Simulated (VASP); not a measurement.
# B4Ru (P1) in VASP: single point with PBE

Aim: the single point of B4Ru with PBE.

Everything below comes from runs of VASP 6.6.1. Logs are shortened: lines on timing, memory, paths and dates and some standing lists are left out, and cuts for length are marked.

## 1. The cell of the first run

The typed cell holds 10 atoms: a = 3.028 Å, b = 3.910 Å, c = 7.877 Å, α = 89.54°, β = 89.38°, γ = 67.58°.

## 2. Single point, PBE

INCAR reads:

```
PREC     = Accurate       # precision mode
ENCUT    = 520            # plane-wave cutoff, eV
EDIFF    = 1E-6           # SCF threshold, eV
ISMEAR   = 0              # smearing method
SIGMA    = 0.1            # smearing width, eV
LREAL    = False          # projectors in reciprocal space
LASPH    = True           # aspherical terms in the spheres
NELM     = 60             # most SCF steps
ALGO     = Normal         # electronic algorithm
ISIF     = 2              # what is computed and relaxed
LWAVE    = False          # write WAVECAR
LCHARG   = True           # write CHGCAR
GGA      = PE             # functional
LELF     = True           # ELF
LVHAR    = True         
NBANDS   = 37             # bands
```

KPOINTS reads:

```
regular mesh
0
Gamma
  6 6 2
```

POSCAR reads:

```
B4Ru
1.0
    3.0276339764      0.0000000000      0.0000000000
    1.4912193189      3.6140009018      0.0000000000
    0.0845736142      0.0333785971      7.8762319139
B Ru
8 2
Direct
    0.9186421930      0.4431512313      0.8495893825
    0.8599091861      0.2674327239      0.3125690365
    0.2589268112      0.3855966057      0.6486256132
    0.3141543820      0.3539121063      0.1754423865
    0.6604525885      0.5818453893      0.6360942941
    0.6784762473      0.6003024473      0.1466371553
    0.3266841362      0.6580309663      0.8233533934
    0.0170899067      0.7279622471      0.3156326343
    0.0005628833      0.9909172862      0.0448785034
    0.9651016657      0.9908489965      0.5471776007
```

Potentials or basis: VASP PAW PBE potentials, release 64 (B, Ru_pv).

Started as:

```bash
> cat potpaw_PBE.64/B/POTCAR potpaw_PBE.64/Ru_pv/POTCAR > POTCAR
> mpirun -np 1 vasp_std > vasp.out
```

OUTCAR:

```text
PREC = Accurate
   ENCUT = 520
   EDIFF = 1E-6
   ISMEAR = 0
   LREAL = False
   LASPH = True
   NELM = 60
   ISIF = 2
   GGA = PE

 ion  position               nearest neighbor table
   1  0.919  0.443  0.850-   7 1.68   7 1.75   3 1.85   5 1.85   9 2.28   9 2.73
   2  0.860  0.267  0.313-   6 1.77   4 1.87   4 1.90   8 1.98   8 2.03  10 2.10   9 2.34
   3  0.259  0.386  0.649-   5 1.67   5 1.68   7 1.81   1 1.85  10 2.21  10 2.25  10 2.33
   4  0.314  0.354  0.175-   6 1.73   8 1.78   6 1.81   2 1.87   2 1.90   9 2.25   9 2.26   9 2.52

   5  0.660  0.582  0.636-   3 1.67   3 1.68   7 1.74   1 1.85  10 2.22  10 2.23  10 2.25
   6  0.678  0.600  0.147-   4 1.73   2 1.77   4 1.81   8 1.87   9 2.19   9 2.24   9 2.35
   7  0.327  0.658  0.823-   1 1.68   5 1.74   1 1.75   3 1.81   9 2.18  10 2.56
   8  0.017  0.728  0.316-   4 1.78   6 1.87   2 1.98   2 2.03  10 2.08   9 2.35
   9  0.001  0.991  0.045-   7 2.18   6 2.19   6 2.24   4 2.25   4 2.26   1 2.28   2 2.34   6 2.35
                             8 2.35   4 2.52   1 2.73
  10  0.965  0.991  0.547-   8 2.08   2 2.10   3 2.21   5 2.22   5 2.23   3 2.25   5 2.25   3 2.33
                             7 2.56

  Warning from LATTYP: Got some problem with cell dimensions!
  Tried to take original basis but could not verify dimensions!
  LATTYP: Found a triclinic cell.
 ALAT       =     3.0276339764
 B/A-ratio  =     1.2970626688
 C/A-ratio  =     2.6016211846
 COS(alpha) =     0.0003009757
 COS(beta)  =     0.0107371114
 COS(gamma) =     0.3912407759

  Lattice vectors:

 A1 = (  -3.0276339764,   0.0000000000,   0.0000000000)
 A2 = (  -1.5364146575,   3.6140009018,   0.0000000000)
 A3 = (  -0.0845736142,  -0.0333785971,  -7.8762319139)

Analysis of symmetry for initial positions (statically):
=====================================================================
 Subroutine PRICEL returns:
 Original cell was already a primitive cell.

 Routine SETGRP: Setting up the symmetry group for a
 triclinic supercell.

 Subroutine GETGRP returns: Found  1 space group operations
 (whereof  1 operations were pure point group operations)
 out of a pool of  2 trial point group operations.

The static configuration has the point symmetry C_1 .

Analysis of symmetry for dynamics (positions and initial velocities):
=====================================================================
 Subroutine PRICEL returns:
 Original cell was already a primitive cell.

 Routine SETGRP: Setting up the symmetry group for a
 triclinic supercell.

 Subroutine GETGRP returns: Found  1 space group operations
 (whereof  1 operations were pure point group operations)
 out of a pool of  2 trial point group operations.

The dynamic configuration has the point symmetry C_1 .

 Subroutine INISYM returns: Found  1 space group operations
 (whereof  1 operations are pure point group operations),
 and found     1 'primitive' translations

----------------------------------------------------------------------------------------

                                     Primitive cell

  volume of cell :      86.1807

  direct lattice vectors                    reciprocal lattice vectors
     3.027633976  0.000000000  0.000000000     0.330290916 -0.136285576 -0.002969044
     1.491219319  3.614000902  0.000000000     0.000000000  0.276701647 -0.001172631
     0.084573614  0.033378597  7.876231914     0.000000000  0.000000000  0.126964266

  length of vectors
     3.027633976  3.909569999  7.876756692     0.357315915  0.276704131  0.126964266

  position of ions in fractional coordinates (direct lattice)
     0.918642193  0.443151231  0.849589382
     0.859909186  0.267432724  0.312569037
     0.258926811  0.385596606  0.648625613
     0.314154382  0.353912106  0.175442387
     0.660452589  0.581845389  0.636094294
     0.678476247  0.600302447  0.146637155
     0.326684136  0.658030966  0.823353393
     0.017089907  0.727962247  0.315632634
     0.000562883  0.990917286  0.044878503
     0.965101666  0.990848996  0.547177601

  ion indices of the primitive-cell ions
   primitive index   ion index
                 1           1
                 2           2
                 3           3
                 4           4
                 5           5
                 6           6
                 7           7
                 8           8
                 9           9
                10          10

----------------------------------------------------------------------------------------

 KPOINTS: regular mesh

Automatic generation of k-mesh.
 Grid dimensions read from file:
 generate k-points for:    6    6    2

 Generating k-lattice:

  Cartesian coordinates                     Fractional coordinates (reciprocal lattice)
     0.055048486 -0.022714263 -0.000494841     0.166666667  0.000000000  0.000000000
     0.000000000  0.046116941 -0.000195438     0.000000000  0.166666667  0.000000000
     0.000000000  0.000000000  0.063482133     0.000000000  0.000000000  0.500000000

  Length of vectors
     0.059552652  0.046117355  0.063482133

  Shift w.r.t. Gamma in fractional coordinates (k-lattice)
     0.000000000  0.000000000  0.000000000

 Subroutine IBZKPT returns following result:
 ===========================================

 Found     40 irreducible k-points:

 Following reciprocal coordinates:
            Coordinates               Weight
  0.000000  0.000000  0.000000      1.000000
  0.166667  0.000000  0.000000      2.000000
  0.333333 -0.000000 -0.000000      2.000000
  0.500000  0.000000  0.000000      1.000000
  0.000000  0.166667 -0.000000      2.000000
  0.166667  0.166667  0.000000      2.000000
[... 16 lines left out ...]
  0.333333 -0.000000  0.500000      2.000000
  0.500000  0.000000  0.500000      1.000000
 [... further k-points ...]
   k-points           NKPTS =     40   k-points in BZ     NKDIM =     40   number of bands    NBANDS=     37
   number of dos      NEDOS =    301   number of ions     NIONS =     10
   total plane-waves  NPLWV =  43200
   dimension x,y,z NGX =    24 NGY =   30 NGZ =   60
   dimension x,y,z NGXF=    48 NGYF=   60 NGZF=  120
   ions per type =               8   2
   NGX,Y,Z   is equivalent  to a cutoff of  13.18, 12.76, 12.66 a.u.
   NGXF,Y,Z  is equivalent  to a cutoff of  26.36, 25.51, 25.33 a.u.
 SYSTEM =  unknown system
   PREC   = accura    normal or accurate (medium, high low for compatibility)
   ISTART =      0    job   : 0-new  1-cont  2-samecut
   ICHARG =      2    charge: 1-file 2-atom 10-const
   ISPIN  =      1    spin polarized calculation?
   LNONCOLLINEAR =      F non collinear calculations
   LSORBIT =      F    spin-orbit coupling
   LASPH  =      T    aspherical Exc in radial PAW
   ENCUT  =  520.0 eV  38.22 Ry    6.18 a.u.   5.63  7.27 14.65*2*pi/ulx,y,z
   NELM   =     60;   NELMIN=  2; NELMDL= -5     # of ELM steps
   EDIFF  = 0.1E-05   stopping-criterion for ELM
   LREAL  =      F    real-space projection
[... 7 lines left out ...]
   TEBEG  =    0.0;   TEEND  =   0.0 temperature during run
   PSTRESS=    0.0 pullay stress
   NELECT =      52.0000    total number of electrons
   NUPDOWN=      -1.0000    fix difference up-down
   EMIN   =  10.00;   EMAX   =-10.00  energy-range for DOS
   EFERMI =   0.00;   METHOD = LEGACY
   ISMEAR =     0;   SIGMA  =   0.10  broadening in eV -4-tet -1-fermi 0-gaus
   EFERMI_NEDOS =   21; number of points for ismear=-14 and -15
   IALGO  =     38    algorithm
   IMIX   =      4    mixing-type and parameters
     AMIX     =   0.40;   BMIX     =  1.00
     AMIX_MAG =   1.60;   BMIX_MAG =  1.00
  volume/ion in A,a.u.               =       8.62        58.16
  Fermi-wavevector in a.u.,A,eV,Ry     =   1.383373  2.614196 26.037746  1.913720
  Thomas-Fermi vector in A             =   2.507977
   LORBIT       =      0    0 simple, 1 ext, 2 COOP (PROOUT), +10 PAW based schemes
   GGA     = PE    functional components
   LHFCALC =     F    Hartree Fock is set to
   AEXX    =    0.0000 exact exchange contribution
   IVDW    =     0    specifies the selected vdW correction
   LEPSILON=     F    determine dielectric tensor
   LRPA    =     F    only Hartree local field effects (RPA)
 non-spin polarized calculation
 Gauss-broadening in eV      SIGMA  =   0.10
  energy-cutoff  :      520.00
  volume of cell :       86.18
 maximum number of plane-waves:      2345
 NGX is ok and might be reduce to    24
   NGX = 11   NGY = 15   NGZ = 29

 number of electron      51.9999999 magnetization

 Free energy of the ion-electron system (eV)
  ---------------------------------------------------
  ext. energy  EPLUGINS =         0.00000000
  ---------------------------------------------------
  free energy    TOTEN  =       -68.81049542 eV

  energy without entropy =      -68.80171981  energy(sigma->0) =      -68.80610761

 E-fermi :   8.3868     XC(G=0): -12.4228

 val. band max:        8.3665844990   @ k =   0.5000   0.3333   0.5000
 cond. band min:       8.3872505033   @ k =   0.1667   0.1667   0.5000
 fundamental gap:      0.0206660043
 Fermi energy:         8.3868191026

 k-point     1 :       0.0000    0.0000    0.0000
  band No.  band energies     occupation
      1     -34.8455      2.00000
      2     -34.6857      2.00000
      3     -34.5948      2.00000
      4     -34.5772      2.00000
      5     -34.5339      2.00000
      6     -34.3706      2.00000
[... 29 lines left out ...]
     36      14.0447      0.00000
     37      14.7625      0.00000

 k-point     2 :       0.1667    0.0000    0.0000
  band No.  band energies     occupation
      1     -34.8431      2.00000
      2     -34.6923      2.00000
      3     -34.6283      2.00000
      4     -34.5797      2.00000
      5     -34.5438      2.00000
      6     -34.3956      2.00000
[... 29 lines left out ...]
     36      14.3679      0.00000
     37      14.8998      0.00000
[... 838 lines left out ...]
     36      14.9199      0.00000
     37      15.0753      0.00000

 k-point    24 :       0.5000    0.0000    0.5000
  band No.  band energies     occupation
      1     -34.8397      2.00000
      2     -34.7865      2.00000
      3     -34.6487      2.00000
      4     -34.6431      2.00000
      5     -34.5559      2.00000
      6     -34.4303      2.00000
[... 29 lines left out ...]
     36      14.4623      0.00000
     37      15.0984      0.00000

 [... further k-points ...]

------------------------ aborting loop because EDIFF is reached ----------------------------------------

  FORCE on cell =-STRESS in cart. coord.  units (eV):
  Direction    XX          YY          ZZ          XY          YZ          ZX
  --------------------------------------------------------------------------------------
  -------------------------------------------------------------------------------------
  Total        0.4861455     -1.3188660     -0.4184042     -2.1116762     -0.6225412      0.4156325
  in kB        9.0378828    -24.5189084     -7.7785108    -39.2579660    -11.5736018      7.7269838
  external PRESSURE =      -7.7531788 kB  Pullay stress =       0.0000000 kB

 VOLUME and BASIS-vectors are now :
 -----------------------------------------------------------------------------
  energy-cutoff  :      520.00
  volume of cell :       86.18
      direct lattice vectors                 reciprocal lattice vectors
     3.027633976  0.000000000  0.000000000     0.330290916 -0.136285576 -0.002969044
     1.491219319  3.614000902  0.000000000     0.000000000  0.276701647 -0.001172631
     0.084573614  0.033378597  7.876231914     0.000000000  0.000000000  0.126964266

 POSITION                                       TOTAL-FORCE (eV/Angst)
 -----------------------------------------------------------------------------------
      3.51400      1.62991      6.69156         1.233305     -0.193084      0.158103
      3.02873      0.97694      2.46187        -0.093416     -0.087685     -0.107291
      1.41380      1.41520      5.10873        -0.322371     -0.036553      0.092322
      1.49374      1.28489      1.38182        -0.029934      0.110945     -0.020733
      2.92106      2.12402      5.01003         0.096981      0.438793     -0.229536
      2.96176      2.17439      1.15495         0.005133      0.069539     -0.172991
      2.03998      2.40561      6.48492        -1.034146     -0.158377     -0.286186
      1.16399      2.64139      2.48600        -0.032224      0.115699     -0.012761
      1.48317      3.58267      0.35347         0.116232      0.164798      0.144215
      4.44582      3.59919      4.30970         0.060440     -0.424076      0.434859
 -----------------------------------------------------------------------------------
    total drift:                               -0.000049     -0.000250      0.000657

  FREE ENERGIE OF THE ION-ELECTRON SYSTEM (eV)
  ---------------------------------------------------
  free  energy   TOTEN  =       -68.8104954176 eV

  energy  without entropy=      -68.8017198103  energy(sigma->0) =      -68.80610761
```

Run time: 95 s. Hardware: 1 thread of Intel Xeon Platinum 8488C (Sapphire Rapids), shared host; peak memory 0.24 GiB.

Results:

| Item | Value |
| --- | --- |
| Free energy | -68.8105 eV |
| Pressure | -0.8 GPa |
| Largest force | 1.258 eV/Å |
| Band gap on the k mesh | zero (bands 26 and 27 overlap by 0.25 eV) |

Forces in eV/Å, atoms in the order of the input:
```
B    1.233 -0.193  0.158
B   -0.093 -0.088 -0.107
B   -0.322 -0.037  0.092
B   -0.030  0.111 -0.021
B    0.097  0.439 -0.230
B    0.005  0.070 -0.173
B   -1.034 -0.158 -0.286
B   -0.032  0.116 -0.013
Ru   0.116  0.165  0.144
Ru   0.060 -0.424  0.435
```

Caveat: the k points lie up to 0.40 Å⁻¹ apart; forces of over 1 eV/Å act on the atoms, so gaps and moduli don't describe the material at rest.

The gap in the log of VASP goes by the Fermi energy; the results here count the filled bands.